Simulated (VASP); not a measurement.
# Si (R-3m) in VASP: notebook

Runs on Si. Level: PBE. Tasks: electric field gradients.

Program: VASP 6.6.1. These are calculated values, not measurements. Logs are shortened: lines on timing, memory, paths and dates and some standing lists are left out, and cuts for length are marked.

## (1) The cell of the first run

It takes space group R-3m (No. 166, trigonal). The conventional cell has a = 3.802 Å, b = 3.802 Å, c = 9.595 Å, α = 90.00°, β = 90.00°, γ = 120.00°. Within 3.1 Å of Si (site symmetry 3m) lie 4 Si at 2.34 to 2.40 Å.

## (2) Electric field gradients, PBE (equal xy, yz and zx shear strains of +2 %)

File INCAR:

```
  PREC = Accurate
  ENCUT = 520
  EDIFF = 1E-8
  ISMEAR = -1
  SIGMA = 0.08
  LREAL = F
  LASPH = T
  NELM = 60
  ALGO = Normal
  ISIF = 2
  LWAVE = F
  LCHARG = F
  GGA = PE
  LEFG = T
  NBANDS = 11
```

File KPOINTS:

```
Automatic mesh
0
Gamma
  12 12 12
```

File POSCAR:

```
Si
1.0
    0.0543094000      2.7426247000      2.7426247000
    2.7426247000      0.0543094000      2.7426247000
    2.7426247000      2.7426247000      0.0543094000
Si
2
Direct
    0.5000000000      0.5000000000      0.5000000000
    0.7500000000      0.7500000000      0.7500000000
```

Potentials or basis: VASP PAW PBE potentials, release 64 (Si).

The run is started by

```console
> cat potpaw_PBE.64/Si/POTCAR > POTCAR
> mpirun -np 1 vasp_std > vasp.out
```

OUTCAR:

```text
PREC = Accurate
   ENCUT = 520
   EDIFF = 1E-8
   ISMEAR = -1
   LREAL = F
   LASPH = T
   NELM = 60
   ISIF = 2
   GGA = PE

 ion  position               nearest neighbor table
   1  0.500  0.500  0.500-   2 2.34   2 2.34   2 2.34   2 2.40
   2  0.750  0.750  0.750-   1 2.34   1 2.34   1 2.34   1 2.40

  LATTYP: Found a trigonal (rhomboedric) cell.
 ALAT       =     3.8790372518
 COS(alpha) =     0.5197000882

  Lattice vectors:

 A1 = (   0.0543094000,   2.7426247000,   2.7426247000)
 A2 = (   2.7426247000,   0.0543094000,   2.7426247000)
 A3 = (   2.7426247000,   2.7426247000,   0.0543094000)

Analysis of symmetry for initial positions (statically):
=====================================================================
 Subroutine PRICEL returns:
 Original cell was already a primitive cell.

 Routine SETGRP: Setting up the symmetry group for a
 trigonal (rhombohedral) supercell.

 Subroutine GETGRP returns: Found 12 space group operations
 (whereof  6 operations were pure point group operations)
 out of a pool of 12 trial point group operations.

The static configuration has the point symmetry C_3v.
 The point group associated with its full space group is D_3d.

Analysis of symmetry for dynamics (positions and initial velocities):
=====================================================================
 Subroutine PRICEL returns:
 Original cell was already a primitive cell.

 Routine SETGRP: Setting up the symmetry group for a
 trigonal (rhombohedral) supercell.

 Subroutine GETGRP returns: Found 12 space group operations
 (whereof  6 operations were pure point group operations)
 out of a pool of 12 trial point group operations.

The dynamic configuration has the point symmetry C_3v.
 The point group associated with its full space group is D_3d.

 Subroutine INISYM returns: Found 12 space group operations
 (whereof  6 operations are pure point group operations),
 and found     1 'primitive' translations

----------------------------------------------------------------------------------------

                                     Primitive cell

  volume of cell :      40.0346

  direct lattice vectors                    reciprocal lattice vectors
     0.054309400  2.742624700  2.742624700    -0.187813521  0.184166656  0.184166656
     2.742624700  0.054309400  2.742624700     0.184166656 -0.187813521  0.184166656
     2.742624700  2.742624700  0.054309400     0.184166656  0.184166656 -0.187813521

  length of vectors
     3.879037252  3.879037252  3.879037252     0.321105330  0.321105330  0.321105330

  position of ions in fractional coordinates (direct lattice)
     0.500000000  0.500000000  0.500000000
     0.750000000  0.750000000  0.750000000

  ion indices of the primitive-cell ions
   primitive index   ion index
                 1           1
                 2           2

----------------------------------------------------------------------------------------

 KPOINTS: Automatic mesh

Automatic generation of k-mesh.
 Grid dimensions read from file:
 generate k-points for:   12   12   12

 Generating k-lattice:

  Cartesian coordinates                     Fractional coordinates (reciprocal lattice)
    -0.015651127  0.015347221  0.015347221     0.083333333  0.000000000  0.000000000
     0.015347221 -0.015651127  0.015347221     0.000000000  0.083333333  0.000000000
     0.015347221  0.015347221 -0.015651127     0.000000000  0.000000000  0.083333333

  Length of vectors
     0.026758777  0.026758777  0.026758777

  Shift w.r.t. Gamma in fractional coordinates (k-lattice)
     0.000000000  0.000000000  0.000000000

 Subroutine IBZKPT returns following result:
 ===========================================

 Found    189 irreducible k-points:

 Following reciprocal coordinates:
            Coordinates               Weight
  0.000000  0.000000  0.000000      1.000000
  0.083333  0.000000  0.000000      6.000000
  0.166667  0.000000  0.000000      6.000000
  0.250000  0.000000  0.000000      6.000000
  0.333333  0.000000  0.000000      6.000000
  0.416667  0.000000  0.000000      6.000000
[... 16 lines left out ...]
  0.500000  0.166667 -0.000000     12.000000
 -0.416667  0.166667  0.000000     12.000000
 [... further k-points ...]
   k-points           NKPTS =    189   k-points in BZ     NKDIM =    189   number of bands    NBANDS=     11
   number of dos      NEDOS =    301   number of ions     NIONS =      2
   total plane-waves  NPLWV =  27000
   dimension x,y,z NGX =    30 NGY =   30 NGZ =   30
   dimension x,y,z NGXF=    60 NGYF=   60 NGZF=   60
   ions per type =               2
   NGX,Y,Z   is equivalent  to a cutoff of  12.86, 12.86, 12.86 a.u.
   NGXF,Y,Z  is equivalent  to a cutoff of  25.71, 25.71, 25.71 a.u.
 SYSTEM =  unknown system
   PREC   = accura    normal or accurate (medium, high low for compatibility)
   ISTART =      0    job   : 0-new  1-cont  2-samecut
   ICHARG =      2    charge: 1-file 2-atom 10-const
   ISPIN  =      1    spin polarized calculation?
   LNONCOLLINEAR =      F non collinear calculations
   LSORBIT =      F    spin-orbit coupling
   LASPH  =      T    aspherical Exc in radial PAW
   ENCUT  =  520.0 eV  38.22 Ry    6.18 a.u.   7.21  7.21  7.21*2*pi/ulx,y,z
   NELM   =     60;   NELMIN=  2; NELMDL= -5     # of ELM steps
   EDIFF  = 0.1E-07   stopping-criterion for ELM
   LREAL  =      F    real-space projection
   EDIFFG = 0.1E-06   stopping-criterion for IOM
   NSW    =      0    number of steps for IOM
   IBRION =     -1    ionic relax: 0-MD 1-quasi-New 2-CG
   NFREE  =      0    steps in history (QN), initial steepest desc. (CG)
   ISIF   =      2    stress and relaxation
   ISYM   =      2    0-nonsym 1-usesym 2-fastsym
   POTIM  = 0.5000    time-step for ionic-motion
   TEBEG  =    0.0;   TEEND  =   0.0 temperature during run
   PSTRESS=    0.0 pullay stress
   NELECT =       8.0000    total number of electrons
   NUPDOWN=      -1.0000    fix difference up-down
   EMIN   =  10.00;   EMAX   =-10.00  energy-range for DOS
   EFERMI =   0.00;   METHOD = LEGACY
   ISMEAR =    -1;   SIGMA  =   0.08  broadening in eV -4-tet -1-fermi 0-gaus
   EFERMI_NEDOS =   21; number of points for ismear=-14 and -15
   IALGO  =     38    algorithm
   IMIX   =      4    mixing-type and parameters
     AMIX     =   0.40;   BMIX     =  1.00
     AMIX_MAG =   1.60;   BMIX_MAG =  1.00
  volume/ion in A,a.u.               =      20.02       135.08
  Fermi-wavevector in a.u.,A,eV,Ry     =   0.957105  1.808666 12.463619  0.916050
  Thomas-Fermi vector in A             =   2.086093
   LORBIT       =      0    0 simple, 1 ext, 2 COOP (PROOUT), +10 PAW based schemes
   GGA     = PE    functional components
   LHFCALC =     F    Hartree Fock is set to
   AEXX    =    0.0000 exact exchange contribution
   IVDW    =     0    specifies the selected vdW correction
   LEPSILON=     F    determine dielectric tensor
   LRPA    =     F    only Hartree local field effects (RPA)
 non-spin polarized calculation
  energy-cutoff  :      520.00
  volume of cell :       40.03
 maximum number of plane-waves:      1091
 NGX is ok and might be reduce to    30
   NGX = 15   NGY = 15   NGZ = 15

 number of electron       8.0000000 magnetization

 Free energy of the ion-electron system (eV)
  ---------------------------------------------------
  ext. energy  EPLUGINS =         0.00000000
  ---------------------------------------------------
  free energy    TOTEN  =       -10.82943158 eV

  energy without entropy =      -10.82909778  energy(sigma->0) =      -10.82926468

 E-fermi :   6.0962     XC(G=0):  -9.4099

 val. band max:        5.8548872007   @ k =   0.0000   0.0000   0.0000
 cond. band min:       6.3846396990   @ k =   0.4167   0.4167  -0.0000
 fundamental gap:      0.5297524983
 Fermi energy:         6.0962446060

 k-point     1 :       0.0000    0.0000    0.0000
  band No.  band energies     occupation
      1      -6.1342      2.00000
      2       5.7702      1.96661
      3       5.8549      1.90667
      4       5.8549      1.90667
      5       7.9963      0.00000
      6       8.5447      0.00000
      7       8.5447      0.00000
      8       9.3058      0.00000
      9      13.5552      0.00000
     10      13.5552      0.00000
     11      13.8031      0.00000
[... 309 lines left out ...]
 k-point    24 :      -0.4167    0.1667    0.0000
  band No.  band energies     occupation
      1      -3.4541      2.00000
      2      -0.9628      2.00000
      3       2.8155      2.00000
      4       4.1814      2.00000
      5       7.9287      0.00000
      6       9.8380      0.00000
      7      10.1551      0.00000
      8      14.0629      0.00000
      9      14.1111      0.00000
     10      14.6992      0.00000
     11      17.0230      0.00000

 [... further k-points ...]

------------------------ aborting loop because EDIFF is reached ----------------------------------------

  FORCE on cell =-STRESS in cart. coord.  units (eV):
  Direction    XX          YY          ZZ          XY          YZ          ZX
  --------------------------------------------------------------------------------------
  -------------------------------------------------------------------------------------
  Total        0.5155558      0.5155558      0.5155558     -0.5050395     -0.5050395     -0.5050395
  in kB       20.6324422     20.6324422     20.6324422    -20.2115831    -20.2115831    -20.2115831
  external PRESSURE =      20.6324422 kB  Pullay stress =       0.0000000 kB

 VOLUME and BASIS-vectors are now :
 -----------------------------------------------------------------------------
  energy-cutoff  :      520.00
  volume of cell :       40.03
      direct lattice vectors                 reciprocal lattice vectors
     0.054309400  2.742624700  2.742624700    -0.187813521  0.184166656  0.184166656
     2.742624700  0.054309400  2.742624700     0.184166656 -0.187813521  0.184166656
     2.742624700  2.742624700  0.054309400     0.184166656  0.184166656 -0.187813521

 POSITION                                       TOTAL-FORCE (eV/Angst)
 -----------------------------------------------------------------------------------
      2.76978      2.76978      2.76978         0.180301      0.180301      0.180301
      4.15467      4.15467      4.15467        -0.180301     -0.180301     -0.180301
 -----------------------------------------------------------------------------------
    total drift:                                0.000000     -0.000000     -0.000000

  FREE ENERGIE OF THE ION-ELECTRON SYSTEM (eV)
  ---------------------------------------------------
  free  energy   TOTEN  =       -10.8294315785 eV

  energy  without entropy=      -10.8290977756  energy(sigma->0) =      -10.82926468

 Electric field gradients (V/A^2)
---------------------------------------------------------------------
 ion       V_xx      V_yy      V_zz      V_xy      V_xz      V_yz
---------------------------------------------------------------------
   1      -0.000     0.000     0.000     3.992     3.992     3.992
   2      -0.000     0.000     0.000     3.992     3.992     3.992
---------------------------------------------------------------------

 Electric field gradients after diagonalization (V/A^2)
 (convention: |V_zz| > |V_xx| > |V_yy|)
----------------------------------------------------------------------
 ion       V_xx      V_yy      V_zz     asymmetry (V_yy - V_xx)/ V_zz
----------------------------------------------------------------------
   1      -3.992    -3.992     7.983       0.000
   2      -3.992    -3.992     7.983       0.000
----------------------------------------------------------------------

           NMR quadrupolar parameters

 Cq : quadrupolar parameter    Cq=e*Q*V_zz/h
 eta: asymmetry parameters     (V_yy - V_xx)/ V_zz
 Q  : nuclear electric quadrupole moment in mb (millibarn)
----------------------------------------------------------------------
 ion       Cq(MHz)       eta       Q (mb)
----------------------------------------------------------------------
   1       0.019       0.000       1.000
   2       0.019       0.000       1.000
----------------------------------------------------------------------
```

Run time: 56 s. Hardware: 1 thread of AMD EPYC 9R45 (Zen 5), shared host; peak memory 0.17 GiB.

What came out:

```
Free energy                             : -10.8294 eV
Pressure                                : 2.1 GPa
Largest force                           : 0.312 eV/Å
Band gap on the k mesh                  : 0.53 eV (least direct gap 2.14 eV)
Largest electric field gradient by atom : Si +8.0 V/Å²
```

Forces on the atoms (eV/Å):
```
Si   0.180  0.180  0.180
Si  -0.180 -0.180 -0.180
```

Levels at points of the mesh, in eV from the valence-band top:
```tsv
k point	band 1	band 2	band 3	band 4	band 5	band 6	band 7	band 8	band 9
(0.00, 0.00, 0.00)	-11.99	-0.08	0.00	0.00	2.14	2.69	2.69	3.45	7.70
(0.50, 0.00, 0.00)	-9.59	-7.01	-1.28	-1.26	1.41	3.12	3.45	7.64	10.29
(0.50, 0.50, 0.00)	-7.92	-7.76	-2.98	-2.77	0.57	0.80	10.00	10.08	10.93
(0.50, 0.50, 0.50)	-9.85	-6.95	-1.08	-1.08	1.80	3.41	3.41	7.89	10.48
```

Electric field gradients, principal values (V/Å²):
| atom | least | middle | greatest (by size) |
| --- | --- | --- | --- |
| 1 Si | -3.992 | -3.992 | 7.983 |
| 2 Si | -3.992 | -3.992 | 7.983 |

Caveat: the cell differs from its parent crystal (equal xy, yz and zx shear strains of +2 %); without QUAD_EFG the Cq values of the log hold for a quadrupole moment of 1 mb, not for the nuclei. A k mesh can miss the band edges.

## (3) Electric field gradients, PBE (atom 2 (Si) moved by [0.028868, 0.028868, 0.028868] A)

File INCAR:

```
SYSTEM = Si
ALGO = Normal
EDIFF = 1E-8
ENCUT = 520
GGA = PE
ISIF = 2
ISMEAR = -1
LASPH = .True.
LCHARG = .False.
LEFG = .True.
LREAL = .False.
LWAVE = .False.
NBANDS = 11
NELM = 100
PREC = Accurate
SIGMA = 0.08
```

File KPOINTS:

```
k-points
0
Gamma
  12 12 12
  0 0 0
```

File POSCAR:

```
Si
1.0
    0.0000000000      2.7154700000      2.7154700000
    2.7154700000      0.0000000000      2.7154700000
    2.7154700000      2.7154700000      0.0000000000
Si
2
Direct
    0.5000000000      0.5000000000      0.5000000000
    0.7553154702      0.7553154702      0.7553154702
```

Potentials or basis: VASP PAW PBE potentials, release 64 (Si).

The run is started by

```console
> cat potpaw_PBE.64/Si/POTCAR > POTCAR
> mpirun -np 1 vasp_std > vasp.out
```

OUTCAR:

```text
SYSTEM = Si
   EDIFF = 1E-8
   ENCUT = 520
   GGA = PE
   ISIF = 2
   ISMEAR = -1
   LASPH = .True.
   LREAL = .False.
   NELM = 100
   PREC = Accurate

 ion  position               nearest neighbor table
   1  0.500  0.500  0.500-   2 2.34   2 2.34   2 2.34   2 2.40
   2  0.755  0.755  0.755-   1 2.34   1 2.34   1 2.34   1 2.40

  LATTYP: Found a face centered cubic cell.
 ALAT       =     5.4309400000

  Lattice vectors:

 A1 = (   0.0000000000,   2.7154700000,   2.7154700000)
 A2 = (   2.7154700000,   0.0000000000,   2.7154700000)
 A3 = (   2.7154700000,   2.7154700000,   0.0000000000)

Analysis of symmetry for initial positions (statically):
=====================================================================
 Subroutine PRICEL returns:
 Original cell was already a primitive cell.

 Routine SETGRP: Setting up the symmetry group for a
 face centered cubic supercell.

 Subroutine GETGRP returns: Found 12 space group operations
[... 525 lines left out ...]
  volume of cell :       40.05
      direct lattice vectors                 reciprocal lattice vectors
     0.000000000  2.715470000  2.715470000    -0.184130187  0.184130187  0.184130187
     2.715470000  0.000000000  2.715470000     0.184130187 -0.184130187  0.184130187
     2.715470000  2.715470000  0.000000000     0.184130187  0.184130187 -0.184130187

 POSITION                                       TOTAL-FORCE (eV/Angst)
 -----------------------------------------------------------------------------------
      2.71547      2.71547      2.71547         0.360004      0.360004      0.360004
      4.10207      4.10207      4.10207        -0.360004     -0.360004     -0.360004
 -----------------------------------------------------------------------------------
    total drift:                                0.000000      0.000000      0.000000

  FREE ENERGIE OF THE ION-ELECTRON SYSTEM (eV)
  ---------------------------------------------------
  free  energy   TOTEN  =       -10.8288012118 eV

  energy  without entropy=      -10.8282507381  energy(sigma->0) =      -10.82852597

 Electric field gradients (V/A^2)
---------------------------------------------------------------------
 ion       V_xx      V_yy      V_zz      V_xy      V_xz      V_yz
---------------------------------------------------------------------
   1       0.000     0.000     0.000     2.787     2.787     2.787
   2      -0.000     0.000    -0.000     2.787     2.787     2.787
---------------------------------------------------------------------

 Electric field gradients after diagonalization (V/A^2)
 (convention: |V_zz| > |V_xx| > |V_yy|)
----------------------------------------------------------------------
 ion       V_xx      V_yy      V_zz     asymmetry (V_yy - V_xx)/ V_zz
----------------------------------------------------------------------
   1      -2.787    -2.787     5.574       0.000
   2      -2.787    -2.787     5.574       0.000
----------------------------------------------------------------------

           NMR quadrupolar parameters

 Cq : quadrupolar parameter    Cq=e*Q*V_zz/h
 eta: asymmetry parameters     (V_yy - V_xx)/ V_zz
 Q  : nuclear electric quadrupole moment in mb (millibarn)
----------------------------------------------------------------------
 ion       Cq(MHz)       eta       Q (mb)
----------------------------------------------------------------------
   1       0.013       0.000       1.000
   2       0.013       0.000       1.000
----------------------------------------------------------------------
```

stdout:

```text
POSCAR found type information on POSCAR Si
 POSCAR found :  1 types and       2 ions
 scaLAPACK will be used
 LDA part: xc-table for (Slater+PW92), standard interpolation
 POSCAR, INCAR and KPOINTS ok, starting setup
 FFT: planning ... GRIDC
 FFT: planning ... GRID_SOFT
 FFT: planning ... GRID
 WAVECAR not read
 entering main loop
ion   1

ion   2
```

It took 54 s on 1 thread of AMD EPYC 9R45 (Zen 5), shared host; peak memory 0.17 GiB.

Results:

```yaml
Free_energy: -10.8288 eV
Pressure: 2.0 GPa
Largest_force: 0.624 eV/Å
Band_gap_on_the_k_mesh: 0.28 eV (least direct gap 2.12 eV)
Largest_electric_field_gradient_by_atom: Si +5.6 V/Å²
```

Forces on the atoms (eV/Å):
```
Si   0.360  0.360  0.360
Si  -0.360 -0.360 -0.360
```

Electric field gradients, principal values (V/Å²):
| atom | least | middle | greatest (by size) |
| --- | --- | --- | --- |
| 1 Si | -2.787 | -2.787 | 5.574 |
| 2 Si | -2.787 | -2.787 | 5.574 |

Caveat: the cell differs from its parent crystal (atom 2 (Si) moved by [0.028868, 0.028868, 0.028868] A); without QUAD_EFG the Cq values of the log hold for a quadrupole moment of 1 mb, not for the nuclei. A k mesh can miss the band edges.

(Part 1 of 2 ends here.)
